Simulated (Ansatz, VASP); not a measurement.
**CaZrAs2: VASP beside Ansatz**

```
Ca Zr As
1.0
     1.95075    1.12626    6.75601
    -1.95075    1.12626    6.75601
     0.00000   -2.25253    6.75601
Ca Zr As
1 1 2
Direct
  0.00000 0.00000 0.00000
  0.50000 0.50000 0.50000
  0.24227 0.24227 0.24227
  0.75773 0.75773 0.75773
```

Alike in both runs: task relaxation of cell and atoms; functional PBEsol; k mesh 12 × 12 × 12; occupations gaussian, width 0.1 eV; no spin polarisation.

|  | VASP | Ansatz |
| --- | --- | --- |
| version | VASP 6.6.1 | Ansatz 0.2.0 |
| potentials or method | VASP PAW PBE potentials, release 64 (Ca_sv, Zr_sv, As), cutoff 600 eV | scalar-relativistic, plane waves, PAW |
| valence electrons in the cell | 32 | 52 |

```tsv
	VASP	Ansatz	Ansatz less VASP
gap on the k mesh at the Fermi level, each at its own relaxed structure (eV)	none	none	-
relaxed volume (Å³/atom)	22.30	22.22	-0.078
relaxed cell length with the largest relative difference (Å)	7.112	7.101	-0.0114
```

VASP's potentials were made for PBE, not for PBEsol. A gap of «none» marks a metal or a gap that the smearing closes. VASP's potentials hold 32 valence electrons a cell and Ansatz's 52, so a difference there can come from the potentials and not from the codes.
